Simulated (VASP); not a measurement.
Set up this calculation in VASP 6.6.1, as the native input.

| Quantity | Value |
| --- | --- |
| Task | single point |
| Functional | PBE |
| Potentials or basis | VASP PAW PBE potentials, release 64 (Be, Zn, Te) |
| Cutoff | 600 eV |
| k mesh | 5 × 5 × 3 |
| Occupations | gaussian, width 0.2 eV |
| Spin | no spin polarisation |
| Dipole correction | no |
| Further INCAR settings | ALGO = Normal; EDIFF = 1e-06; NBANDS = 22 |

The structure of Be4ZnTe lies in POSCAR:

```
Be4ZnTe
1.0
    3.7815352326      0.0000000000      0.0000000000
   -1.8907676163      3.2749055767      0.0000000000
    0.0000000000      0.0000000000      7.1150666168
Be Zn Te
4 1 1
Direct
    1.0004745182      0.3327449008      0.5845005395
    0.3333333333      0.6666666667      0.8496262868
    0.6672550992      0.6677296174      0.5845005395
    0.3322703826     -0.0004745182      0.5845005395
    0.6666666667      0.3333333333      0.2958792906
    0.0000000000      0.0000000000      0.0109928042
```

The input as run:

INCAR

```
SYSTEM = Be4ZnTe
ALGO = Normal ; EDIFF = 1E-6
ENCUT = 600 ; GGA = PE
GGA_COMPAT = .False. ; ISIF = 2
ISMEAR = 0 ; LASPH = .True.
LCHARG = .False. ; LREAL = .False.
LWAVE = .False. ; NBANDS = 22
NELM = 120 ; PREC = Accurate
SIGMA = 0.2
```

KPOINTS

```
k-points
0
Gamma
  5 5 3
  0 0 0
```

Potentials or basis: VASP PAW PBE potentials, release 64 (Be, Zn, Te).

The run is started by

```bash
$ cat potpaw_PBE.64/Be/POTCAR potpaw_PBE.64/Zn/POTCAR potpaw_PBE.64/Te/POTCAR > POTCAR
$ mpirun -np 1 vasp_std > vasp.out
```

Results of the run:

```
Pressure               : 0.2 GPa
Largest force          : 0.031 eV/Å
Band gap on the k mesh : zero (bands 13 and 14 overlap by 1.66 eV)
```

Caveat: the k points lie up to 0.38 Å⁻¹ apart, too coarse for converged energies and pressures of a metal; spin-orbit coupling is left out, which moves the levels of the heavy elements.

Run time: 19 s on 1 thread of AMD EPYC 9R45 (Zen 5), with other jobs on the host, peak memory 0.2 GiB.
